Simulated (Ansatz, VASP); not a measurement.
**One calculation of SnTe, two programs**

```
Sn Te
1.0
     4.56779    0.00000    0.00000
    -2.28390    3.95582    0.00000
     0.00000    0.00000    7.45719
Sn Te
2 2
Direct
  0.33333 0.66667 0.00000
  0.66667 0.33333 0.50000
  0.33333 0.66667 0.38500
  0.66667 0.33333 0.88500
```

Change from the starting cell: species swapped into the CdSe type (P6_3mc, No. 186).

Alike in both runs: task single point; functional PBE; k mesh 6 × 6 × 4; occupations gaussian, width 0.1 eV; no spin polarisation.

```csv
,VASP,Ansatz
version,VASP 6.6.1,Ansatz 0.2.0
potentials or method,"VASP PAW PBE potentials, release 64 (Sn_d, Te), cutoff 520 eV","scalar-relativistic, plane waves, PAW"
valence electrons in the cell,40,60
```

|  | VASP | Ansatz | Ansatz less VASP |
| --- | --- | --- | --- |
| gap on the k mesh at the Fermi level (eV) | none | none | - |
| pressure (GPa) | 15.2 | 15.2 | +0.01 |
| traceless stress, the component that is largest in VASP (GPa) | -3.68 | -3.66 | +0.020 |
| rms of the force components (eV/Å) | 0.283 | 0.282 | -0.0015 |

Atom by atom the forces differ by 0.002 eV/Å (rms over components). A gap of «none» marks a metal or a gap that the smearing closes. VASP's potentials hold 40 valence electrons a cell and Ansatz's 60, so a difference there can come from the potentials and not from the codes.

Neither program's run includes spin-orbit coupling.
